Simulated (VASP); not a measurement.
A run of VASP 6.6.1:

The input POSCAR:

```
SiO2
1.0
    4.9584842855      0.0000000000      0.0000000000
   -2.4792421427      4.2941733555      0.0000000000
    0.0000000000      0.0000000000      5.6075786553
Si O
3 6
Direct
    0.0000000000      0.5000000000      0.3333333333
    0.5000000000      0.5000000000      0.6666666667
    0.5000000000      0.0000000000      0.0000000000
    0.5854110037      0.7927055019      0.8333333333
    0.7927055019      0.5854110037      0.5000000000
    0.7927055019      0.2072944981      0.1666666667
    0.4145889963      0.2072944981      0.8333333333
    0.2072944981      0.4145889963      0.5000000000
    0.2072944981      0.7927055019      0.1666666667
```

The input INCAR.step1:

```
PREC = Accurate ; ENCUT = 520
ISMEAR = 0 ; SIGMA = 0.02
LREAL = F ; LASPH = T
NELM = 100 ; NBANDS = 34
GGA = PE ; ALGO = Normal
EDIFF = 1E-4 ; LWAVE = T
LCHARG = F
```

Contents of INCAR.step2:

```
PREC = Accurate ; ENCUT = 520
EDIFF = 1E-6 ; ISMEAR = 0
SIGMA = 0.02 ; LREAL = F
LASPH = T ; NELM = 100
ALGO = Normal ; ISIF = 2
LWAVE = F ; LCHARG = F
METAGGA = R2SCAN ; LMIXTAU = T
NBANDS = 34 ; ISTART = 1
```

KPOINTS

```
Automatic mesh
0
Gamma
  6 6 4
```

Potentials or basis: VASP PAW PBE potentials, release 64 (Si, O).

Command:

```sh
$ cat potpaw_PBE.64/Si/POTCAR potpaw_PBE.64/O/POTCAR > POTCAR
$ cp INCAR.step1 INCAR
$ mpirun -np 1 vasp_std > vasp.out
$ cp INCAR.step2 INCAR
$ mpirun -np 1 vasp_std > vasp.out
```

Hardware: 1 thread of Intel(R) Xeon(R) Platinum 8488C (Sapphire Rapids), with other jobs on the host.

Estimate the wall time of this run.

It took 3.9 min on 1 thread of Intel(R) Xeon(R) Platinum 8488C (Sapphire Rapids) (shared host), peak memory 0.29 GiB. Counts: k points 21.
